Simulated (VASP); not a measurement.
**Rb: single point with PBE**

Rb:

```
CELL_PARAMETERS angstrom
4.68669 0.00000 0.00000
-2.34335 4.05879 0.00000
0.00000 0.00000 15.23175
ATOMIC_POSITIONS crystal
Rb 0.00000 0.00000 0.00000
Rb 0.00000 0.00000 0.50000
Rb 0.33333 0.66667 0.25000
Rb 0.66667 0.33333 0.75000
```

This isn't the form of Rb at room conditions, which is bcc.

```
Program             : VASP 6.6.1
Task                : single point
Functional          : PBE
Potentials or basis : VASP PAW PBE potentials, release 64 (Rb_sv)
Cutoff              : 520 eV
k mesh              : 8 × 8 × 2
Occupations         : fermi-dirac, width 0.08 eV
Spin                : no spin polarisation
```

| Quantity | Value |
| --- | --- |
| Pressure | 1.0 GPa |
| Band gap on the k mesh | zero (bands 18 and 19 overlap by 2.11 eV) |

Levels at points of the mesh, in eV from the Fermi level:
```
           k point  band 14  band 15  band 16  band 17  band 18  band 19  band 20  band 21  band 22  band 23
(0.00, 0.00, 0.00)   -12.80   -12.80   -12.80    -2.26    -1.44    -1.44     0.11     0.88     2.45     2.47
(0.50, 0.00, 0.00)   -12.85   -12.83   -12.82     0.08     0.28     0.35     0.45     0.99     1.13     1.49
(0.00, 0.00, 0.50)   -12.80   -12.80   -12.80    -2.05    -2.05    -0.58    -0.58     1.55     1.55     3.34
(0.50, 0.00, 0.50)   -12.84   -12.83   -12.83     0.16     0.16     0.41     0.41     1.08     1.08     1.56
```

Run time: 65 s on 1 thread of Intel(R) Xeon(R) 6975P-C (Granite Rapids) (shared host), peak memory 0.42 GiB.
